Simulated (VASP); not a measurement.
# Ga12HNO17 (a cell with a defect) in VASP: single point with PBE0

Aim: the single point of Ga12HNO17 (a cell with a defect) with PBE0.

All numbers are computed with VASP 6.6.1; they aren't measurements. Logs are shortened: lines on timing, memory, paths and dates and some standing lists are left out, and cuts for length are marked.

### 1 The cell of the first run

The cell holds a defect, 31 atoms: a = 9.250 Å, b = 5.877 Å, c = 6.416 Å, α = 103.29°, β = 103.90°, γ = 90.00°.

### 2 Single point, PBE0

POSCAR reads:

```
Ga12HNO17
1.0
    0.0000000000      9.2496621786      0.0000000000
   -1.3977182419      0.0000000000      5.7085775531
    6.2279771498     -1.5416103631      0.0067278629
Ga O N H
12 17 1 1
Direct
    0.1138363500      0.6858077300      0.6830181200
    0.2194969800      0.3141922700      0.3169818800
    0.3033638300      0.2052623200      0.8201829700
    0.0299695100      0.7947376800      0.1798170300
    0.4471696900      0.6858077300      0.6830181200
    0.5528303100      0.3141922700      0.3169818800
    0.6366971600      0.2052623200      0.8201829700
    0.3633028400      0.7947376800      0.1798170300
    0.7805030200      0.6858077300      0.6830181200
    0.8861636500      0.3141922700      0.3169818800
    0.9700304900      0.2052623200      0.8201829700
    0.6966361700      0.7947376800      0.1798170300
    0.1680000300      0.7433109700      0.0080001600
    0.1653333100      0.2566890300      0.9919998400
    0.2754359000      0.4356700600      0.6526153800
    0.0578974400      0.5643299400      0.3473846200
    0.0544983700      0.1091575800      0.3269902200
    0.2788349600      0.8908424200      0.6730097800
    0.5013333600      0.7433109700      0.0080001600
    0.4986666400      0.2566890300      0.9919998400
    0.6087692300      0.4356700600      0.6526153800
    0.3878317000      0.1091575800      0.3269902200
    0.6121683000      0.8908424200      0.6730097800
    0.8346666900      0.7433109700      0.0080001600
    0.8319999700      0.2566890300      0.9919998400
    0.9421025600      0.4356700600      0.6526153800
    0.7245641000      0.5643299400      0.3473846200
    0.7211650400      0.1091575800      0.3269902200
    0.9455016300      0.8908424200      0.6730097800
    0.3912307700      0.5643299400      0.3473846200
    0.4063290000      0.4358080000      0.4379760000
```

INCAR.step1 reads:

```
SYSTEM = Ga12HNO17
ALGO = Normal
EDIFF = 1E-5
ENCUT = 520
GGA = PE
GGA_COMPAT = .False.
ISIF = 2
ISMEAR = -1
LASPH = .True.
LCHARG = .False.
LREAL = Auto
LWAVE = .True.
NBANDS = 153
NELM = 120
PREC = Accurate
SIGMA = 0.01
```

INCAR.step2 reads:

```
SYSTEM = Ga12HNO17
AEXX = 0.25
ALGO = Normal
EDIFF = 1E-6
ENCUT = 520
GGA = PE
GGA_COMPAT = .False.
ISIF = 2
ISMEAR = -1
ISTART = 1
LASPH = .True.
LCHARG = .False.
LHFCALC = .True.
LREAL = Auto
LWAVE = .False.
NBANDS = 153
NELM = 120
PREC = Accurate
PRECFOCK = Fast
SIGMA = 0.01
```

KPOINTS reads:

```
Automatic mesh
0
Gamma
  1 1 1
  0.25 0.25 0.25
```

Potentials or basis: VASP PAW PBE potentials, release 64 (Ga_d, O, N, H).

Started as:

```console
cat potpaw_PBE.64/Ga_d/POTCAR potpaw_PBE.64/O/POTCAR potpaw_PBE.64/N/POTCAR potpaw_PBE.64/H/POTCAR > POTCAR
cp INCAR.step1 INCAR
mpirun -np 1 vasp_std > vasp.out
cp INCAR.step2 INCAR
mpirun -np 1 vasp_std > vasp.out
```

OUTCAR:

```text
SYSTEM = Ga12HNO17
   AEXX = 0.25
   EDIFF = 1E-6
   ENCUT = 520
   GGA = PE
   ISIF = 2
   ISMEAR = -1
   ISTART = 1
   LASPH = .True.
   LHFCALC = .True.
   LREAL = Auto
   NELM = 120
   PREC = Accurate
   PRECFOCK = Fast

 ion  position               nearest neighbor table
   1  0.114  0.686  0.683-  29 1.97  18 1.97  13 1.97  16 2.04  26 2.11  15 2.11
   2  0.219  0.314  0.317-  31 1.79  22 1.97  17 1.97  14 1.97  15 2.04  16 2.11  30 2.11
   3  0.303  0.205  0.820-  18 1.86  14 1.86  20 1.86  15 1.90
   4  0.030  0.795  0.180-  17 1.86  13 1.86  24 1.86  16 1.90
   5  0.447  0.686  0.683-  31 1.85  23 1.97  18 1.97  19 1.97  30 2.04  21 2.11  15 2.11
   6  0.553  0.314  0.317-  31 1.79  22 1.97  28 1.97  20 1.97  21 2.04  30 2.11  27 2.11
   7  0.637  0.205  0.820-  23 1.86  20 1.86  25 1.86  21 1.90
   8  0.363  0.795  0.180-  22 1.86  19 1.86  13 1.86  30 1.90
   9  0.781  0.686  0.683-  23 1.97  29 1.97  24 1.97  27 2.04  26 2.11  21 2.11
  10  0.886  0.314  0.317-  17 1.97  28 1.97  25 1.97  26 2.04  16 2.11  27 2.11
  11  0.970  0.205  0.820-  29 1.86  25 1.86  14 1.86  26 1.90
  12  0.697  0.795  0.180-  28 1.86  24 1.86  19 1.86  27 1.90
  13  0.168  0.743  0.008-   4 1.86   8 1.86   1 1.97
  14  0.165  0.257  0.992-   3 1.86  11 1.86   2 1.97
  15  0.275  0.436  0.653-   3 1.90   2 2.04   5 2.11   1 2.11
  16  0.058  0.564  0.347-   4 1.90   1 2.04   2 2.11  10 2.11
  17  0.054  0.109  0.327-   4 1.86  10 1.97   2 1.97
  18  0.279  0.891  0.673-   3 1.86   1 1.97   5 1.97
  19  0.501  0.743  0.008-   8 1.86  12 1.86   5 1.97
  20  0.499  0.257  0.992-   7 1.86   3 1.86   6 1.97
  21  0.609  0.436  0.653-   7 1.90   6 2.04   5 2.11   9 2.11
  22  0.388  0.109  0.327-   8 1.86   2 1.97   6 1.97
  23  0.612  0.891  0.673-   7 1.86   9 1.97   5 1.97
  24  0.835  0.743  0.008-  12 1.86   4 1.86   9 1.97
  25  0.832  0.257  0.992-   7 1.86  11 1.86  10 1.97
  26  0.942  0.436  0.653-  11 1.90  10 2.04   9 2.11   1 2.11
  27  0.725  0.564  0.347-  12 1.90   9 2.04   6 2.11  10 2.11
  28  0.721  0.109  0.327-  12 1.86  10 1.97   6 1.97
  29  0.946  0.891  0.673-  11 1.86   1 1.97   9 1.97
  30  0.391  0.564  0.347-  31 1.04   8 1.90   5 2.04   6 2.11   2 2.11
  31  0.406  0.436  0.438-  30 1.04   2 1.79   6 1.79   5 1.85

  LATTYP: Found a triclinic cell.
 ALAT       =     5.8771995001
 B/A-ratio  =     1.6412011400
 C/A-ratio  =     2.7541529841
 COS(alpha) =     0.0064926566
 COS(beta)  =     0.5439765010
 COS(gamma) =     0.7621873503

  Lattice vectors:

 A1 = (   1.3977182419,   0.0000000000,  -5.7085775531)
 A2 = (   7.6256953917,  -1.5416103631,  -5.7018496902)
 A3 = (  -9.6605178158,  -6.1664414524, -11.4306108320)

Analysis of symmetry for initial positions (statically):
=====================================================================
 Subroutine PRICEL returns:
 Original cell was already a primitive cell.

 Routine SETGRP: Setting up the symmetry group for a
 triclinic supercell.

 Subroutine GETGRP returns: Found  1 space group operations
 (whereof  1 operations were pure point group operations)
 out of a pool of  2 trial point group operations.

The static configuration has the point symmetry C_1 .

Analysis of symmetry for dynamics (positions and initial velocities):
=====================================================================
 Subroutine PRICEL returns:
 Original cell was already a primitive cell.

 Routine SETGRP: Setting up the symmetry group for a
 triclinic supercell.

 Subroutine GETGRP returns: Found  1 space group operations
 (whereof  1 operations were pure point group operations)
 out of a pool of  2 trial point group operations.

The dynamic configuration has the point symmetry C_1 .

 Subroutine INISYM returns: Found  1 space group operations
 (whereof  1 operations are pure point group operations),
 and found     1 'primitive' translations

----------------------------------------------------------------------------------------

                                     Primitive cell

  volume of cell :     328.9392

  direct lattice vectors                    reciprocal lattice vectors
     0.000000000  9.249662179  0.000000000     0.026753887  0.108112056  0.006550563
    -1.397718242  0.000000000  5.708577553    -0.000189185  0.000000000  0.175128666
     6.227977150 -1.541610363  0.006727863     0.160523321  0.000000000  0.039303377

  length of vectors
     9.249662179  5.877199500  6.415941642     0.111565663  0.175128768  0.165264914

  position of ions in fractional coordinates (direct lattice)
     0.113836350  0.685807730  0.683018120
     0.219496980  0.314192270  0.316981880
     0.303363830  0.205262320  0.820182970
     0.029969510  0.794737680  0.179817030
     0.447169690  0.685807730  0.683018120
     0.552830310  0.314192270  0.316981880
[... 23 lines left out ...]
     0.391230770  0.564329940  0.347384620
     0.406329000  0.435808000  0.437976000

  ion indices of the primitive-cell ions
   primitive index   ion index
                 1           1
                 2           2
                 3           3
                 4           4
                 5           5
                 6           6
[... 23 lines left out ...]
                30          30
                31          31

----------------------------------------------------------------------------------------

 KPOINTS: Automatic mesh

Automatic generation of k-mesh.
 Grid dimensions read from file:
 generate k-points for:    1    1    1

 Generating k-lattice:

  Cartesian coordinates                     Fractional coordinates (reciprocal lattice)
     0.026753887  0.108112056  0.006550563     1.000000000  0.000000000 -0.000000000
    -0.000189185  0.000000000  0.175128666     0.000000000  1.000000000  0.000000000
     0.160523321  0.000000000  0.039303377     0.000000000 -0.000000000  1.000000000

  Length of vectors
     0.111565663  0.175128768  0.165264914

  Shift w.r.t. Gamma in fractional coordinates (k-lattice)
     0.250000000  0.250000000  0.250000000

 Subroutine IBZKPT returns following result:
 ===========================================

 Found      1 irreducible k-points:

 Following reciprocal coordinates:
            Coordinates               Weight
  0.250000  0.250000  0.250000      2.000000
   k-points           NKPTS =      1   k-points in BZ     NKDIM =      2   number of bands    NBANDS=    153
   number of dos      NEDOS =    301   number of ions     NIONS =     31
   total plane-waves  NPLWV = 161280
   dimension x,y,z NGX =    70 NGY =   48 NGZ =   48
   dimension x,y,z NGXF=   140 NGYF=   96 NGZF=   96
   ions per type =              12  17   1   1
   NGX,Y,Z   is equivalent  to a cutoff of  12.58, 13.58, 12.44 a.u.
   NGXF,Y,Z  is equivalent  to a cutoff of  25.16, 27.16, 24.87 a.u.
 SYSTEM =  Ga12HNO17
   PREC   = accura    normal or accurate (medium, high low for compatibility)
   ISTART =      1    job   : 0-new  1-cont  2-samecut
   ICHARG =      0    charge: 1-file 2-atom 10-const
   ISPIN  =      1    spin polarized calculation?
   LNONCOLLINEAR =      F non collinear calculations
   LSORBIT =      F    spin-orbit coupling
   LASPH  =      T    aspherical Exc in radial PAW
   ENCUT  =  520.0 eV  38.22 Ry    6.18 a.u.  17.20 10.93 11.93*2*pi/ulx,y,z
   NELM   =    120;   NELMIN=  2; NELMDL=  0     # of ELM steps
   EDIFF  = 0.1E-05   stopping-criterion for ELM
   LREAL  =      T    real-space projection
   EDIFFG = 0.1E-04   stopping-criterion for IOM
   NSW    =      0    number of steps for IOM
   IBRION =     -1    ionic relax: 0-MD 1-quasi-New 2-CG
   NFREE  =      0    steps in history (QN), initial steepest desc. (CG)
   ISIF   =      2    stress and relaxation
   ISYM   =      3    0-nonsym 1-usesym 2-fastsym
   POTIM  = 0.5000    time-step for ionic-motion
   TEBEG  =    0.0;   TEEND  =   0.0 temperature during run
   PSTRESS=    0.0 pullay stress
   NELECT =     264.0000    total number of electrons
   NUPDOWN=      -1.0000    fix difference up-down
   EMIN   =  10.00;   EMAX   =-10.00  energy-range for DOS
   EFERMI =   0.00;   METHOD = LEGACY
   ISMEAR =    -1;   SIGMA  =   0.01  broadening in eV -4-tet -1-fermi 0-gaus
   EFERMI_NEDOS =   21; number of points for ismear=-14 and -15
   IALGO  =     38    algorithm
   IMIX   =      1    mixing-type and parameters
     AMIX     =   0.40;   BMIX     =  1.00
     AMIX_MAG =   1.60;   BMIX_MAG =  1.00
  volume/ion in A,a.u.               =      10.61        71.61
  Fermi-wavevector in a.u.,A,eV,Ry     =   1.521380  2.874991 31.491989  2.314596
  Thomas-Fermi vector in A             =   2.630103
   LORBIT       =      0    0 simple, 1 ext, 2 COOP (PROOUT), +10 PAW based schemes
   GGA     = PE    functional components
   LHFCALC =     T    Hartree Fock is set to
   PRECFOCK=fast      Normal, Fast or Accurate (Low or Medium for compatibility)
   ENCUT4O =  -1.0   cutoff for four orbital integrals eV
   NKREDX  =     1    reduce k-point grid by
   NKREDY  =     1    reduce k-point grid by
   NKREDZ  =     1    reduce k-point grid by
   AEXX    =    0.2500 exact exchange contribution
   HFSCREEN=    0.0000 screening length (either q_TF or 0.3 A-1)
   HFSCREENC=   0.0000 screening length for correlation (either q_TF or 0.3 A-1)
   ENCUTFOCK=  -1.0 apply spherical cutoff to Coloumb kernel
   IVDW    =     0    specifies the selected vdW correction
   LEPSILON=     F    determine dielectric tensor
   LRPA    =     F    only Hartree local field effects (RPA)
 non-spin polarized calculation
  energy-cutoff  :      520.00
  volume of cell :      328.94
 maximum number of plane-waves:      8866
 NGX is ok and might be reduce to    70
  NGX = 40; NGY = 24; NGZ = 28

 number of electron     263.9999961 magnetization

 Free energy of the ion-electron system (eV)
  ---------------------------------------------------
  ext. energy  EPLUGINS =         0.00000000
  ---------------------------------------------------
  free energy    TOTEN  =      -242.45313183 eV

  energy without entropy =     -242.45313183  energy(sigma->0) =     -242.45313183

 E-fermi :   2.1908     XC(G=0):  -8.9440

 val. band max:        1.8638184752   @ k =   0.2500   0.2500   0.2500
 cond. band min:       8.6813089874   @ k =   0.2500   0.2500   0.2500
 fundamental gap:      6.8174905122
 Fermi energy:         2.1907895799

 k-point     1 :       0.2500    0.2500    0.2500
  band No.  band energies     occupation
      1     -18.0109      2.00000
      2     -17.7893      2.00000
      3     -17.6415      2.00000
      4     -17.3158      2.00000
      5     -17.2720      2.00000
      6     -17.2307      2.00000
[... 136 lines left out ...]
    143      11.6874      0.00000
    144      12.1355      0.00000
 [bands above 144 left out]

------------------------ aborting loop because EDIFF is reached ----------------------------------------

  FORCE on cell =-STRESS in cart. coord.  units (eV):
  Direction    XX          YY          ZZ          XY          YZ          ZX
  --------------------------------------------------------------------------------------
  -------------------------------------------------------------------------------------
  Total      -10.6508634     -8.5328603    -10.3793396      0.5527206      0.4850503      3.4040313
  in kB      -51.8775856    -41.5613435    -50.5550635      2.6921584      2.3625537     16.5801512
  external PRESSURE =     -47.9979975 kB  Pullay stress =       0.0000000 kB

 VOLUME and BASIS-vectors are now :
 -----------------------------------------------------------------------------
  energy-cutoff  :      520.00
  volume of cell :      328.94
      direct lattice vectors                 reciprocal lattice vectors
     0.000000000  9.249662179  0.000000000     0.026753887  0.108112056  0.006550563
    -1.397718242  0.000000000  5.708577553    -0.000189185  0.000000000  0.175128666
     6.227977150 -1.541610363  0.006727863     0.160523321  0.000000000  0.039303377

 POSITION                                       TOTAL-FORCE (eV/Angst)
 -----------------------------------------------------------------------------------
      3.29526     -0.00000      3.91958        -0.105273     -0.076110      0.150040
      1.53500      1.54161      1.79572        -1.068062     -2.057358     -0.558360
      4.82118      1.54161      1.17727         0.174275     -0.077521     -0.058485
      0.00908      0.00000      4.53803         0.038046     -0.006453     -0.085651
      3.29526      3.08322      3.91958         0.977257     -0.006094      1.820215
      1.53500      4.62483      1.79572        -1.050058      2.056892     -0.548789
[... 23 lines left out ...]
      1.37473      3.08322      3.22386         1.027400      0.006942     -1.156500
      2.11857      3.08322      2.49079        -0.620326     -0.012097      1.089164
 -----------------------------------------------------------------------------------
    total drift:                               -0.001505      0.000047     -0.001754

  FREE ENERGIE OF THE ION-ELECTRON SYSTEM (eV)
  ---------------------------------------------------
  free  energy   TOTEN  =      -242.4531318290 eV

  energy  without entropy=     -242.4531318290  energy(sigma->0) =     -242.45313183
```

Run time: 52 min. Hardware: 1 thread of Intel Xeon 8259CL, shared host; peak memory 0.49 GiB.

What came out:

- Free energy: -242.4531 eV
- Pressure: -4.8 GPa
- Largest force: 2.384 eV/Å
- Band gap on the k mesh: 6.82 eV

Forces on the atoms (eV/Å):
```
Ga  -0.105 -0.076  0.150
Ga  -1.068 -2.057 -0.558
Ga   0.174 -0.078 -0.058
Ga   0.038 -0.006 -0.086
Ga   0.977 -0.006  1.820
Ga  -1.050  2.057 -0.549
Ga   0.161  0.048 -0.098
Ga  -0.269 -0.025 -0.050
Ga  -0.098  0.068  0.154
Ga  -0.009  0.009  0.065
Ga   0.044  0.045 -0.006
Ga   0.044  0.015 -0.079
O    0.095  0.067  0.127
O   -0.261 -0.081 -0.202
O    0.332 -0.032 -0.299
O   -0.011 -0.183  0.067
O   -0.230  0.066 -0.002
O    0.361 -0.149  0.168
O    0.055 -0.057  0.122
O   -0.297  0.089 -0.203
O    0.328  0.044 -0.298
O   -0.019  0.010 -0.309
O    0.370  0.167  0.173
O    0.087 -0.018  0.064
O   -0.109  0.001 -0.059
O    0.061  0.007 -0.064
O   -0.015  0.170  0.067
O   -0.236 -0.069  0.000
O    0.242 -0.020  0.008
N    1.027  0.007 -1.157
H   -0.620 -0.012  1.089
```

Caveat: the k points lie up to 1.10 Å⁻¹ apart; the PAW data sets were made with another functional, which shifts forces and pressure a little.
